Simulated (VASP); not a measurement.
## RbBr: single point with PBE0

RbBr:

```
Rb Br
1.0
     0.00000    3.47210    3.47210
     3.47210    0.00000    3.47210
     3.47210    3.47210    0.00000
Rb Br
1 1
Cartesian
  0.0000 0.0000 0.0000
  3.4721 3.4721 3.4721
```

```yaml
Program: VASP 6.6.1
Task: single point
Functional: PBE0
Potentials_or_basis: VASP PAW PBE potentials, release 64 (Rb_sv, Br)
Cutoff: 520 eV
k_mesh: 4 × 4 × 4
Occupations: fermi-dirac, width 0.05 eV
Spin: no spin polarisation
```

```yaml
Pressure: 0.1 GPa
Band_gap_on_the_k_mesh: 6.15 eV, direct
```

Levels at points of the mesh, in eV from the valence-band top:
```
           k point  band 5  band 6  band 7  band 8  band 9  band 10  band 11  band 12
(0.00, 0.00, 0.00)   -9.10    0.00    0.00    0.00    6.15     9.29     9.29     9.29
(0.50, 0.00, 0.00)   -9.05   -0.97   -0.34   -0.34    8.59     9.59    11.56    11.56
(0.50, 0.50, 0.00)   -9.17   -0.50   -0.17   -0.17    7.54     9.02    10.97    11.33
```

Run time: 5.7 min on 1 thread of Oxide Virtual Turin-like Processor (shared host), peak memory 0.21 GiB.

Caveat: the PAW data sets were made with another functional, which shifts forces and pressure a little.
